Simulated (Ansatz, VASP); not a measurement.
Br in VASP and in Ansatz

```
CELL_PARAMETERS angstrom
4.35811 -2.12969 0.07179
4.35811 2.12969 0.07179
-0.51985 0.00000 8.71170
ATOMIC_POSITIONS crystal
Br 0.85865 0.64135 0.61834
Br 0.35865 0.14135 0.88166
Br 0.14135 0.35865 0.38166
Br 0.64135 0.85865 0.11834
```

Alike in both runs: functional PBE; k mesh 8 × 8 × 4; occupations gaussian, width 0.02 eV; no spin polarisation.

Ansatz relaxed the structure, and its values are those at the end. VASP's run is a single point on that final structure, the one shown.

|  | VASP | Ansatz |
| --- | --- | --- |
| version | VASP 6.6.1 | Ansatz 0.2.0 |
| potentials or method | VASP PAW PBE potentials, release 64 (Br), cutoff 520 eV | scalar-relativistic, plane waves, PAW |
| valence electrons in the cell | 28 | 28 |

```tsv
	VASP	Ansatz	Ansatz less VASP
gap on the k mesh at the Fermi level (eV)	1.36	1.36	-0.002
least direct gap on the mesh (eV)	1.36	1.36	-0.002
pressure (GPa)	0.0	0.0	-0.01
rms of the force components (eV/Å)	0.004	0.001	-0.0029
```
